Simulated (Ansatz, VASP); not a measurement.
## Two plane-wave programs on Co

```
CELL_PARAMETERS angstrom
2.42013 0.00000 0.00000
-1.21006 2.09589 0.00000
0.00000 0.00000 7.92312
ATOMIC_POSITIONS crystal
Co 0.66667 0.33333 0.75000
Co 0.00000 0.00000 0.50000
Co 0.33333 0.66667 0.25000
Co 0.00000 0.00000 0.00000
```

Alike in both runs: task single point; functional RPBE; k mesh 12 × 12 × 4; occupations fermi-dirac, width 0.05 eV; collinear spin.

```csv
,VASP,Ansatz
version,VASP 6.6.1,Ansatz 0.2.0
potentials or method,"VASP PAW PBE potentials, release 64 (Co_sv)",Ansatz PAW
plane-wave cutoff (eV),600,420
valence electrons in the cell,68,68
```

```csv
,VASP,Ansatz,Ansatz less VASP
gap on the k mesh at the Fermi level (eV),none,none,-
pressure (GPa),22.9,27.3,+4.42
"traceless stress, the component that is largest in VASP (GPa)",-2.83,-2.81,+0.020
net moment per atom (μB),1.59,1.59,0.000
size of the moment on the site where the two differ most (μB),1.64,1.65,+0.006
```

VASP's potentials were made for PBE, not for RPBE. Site moments also hang on the region over which each program counts them. A gap of «none» marks a metal or a gap that the smearing closes.
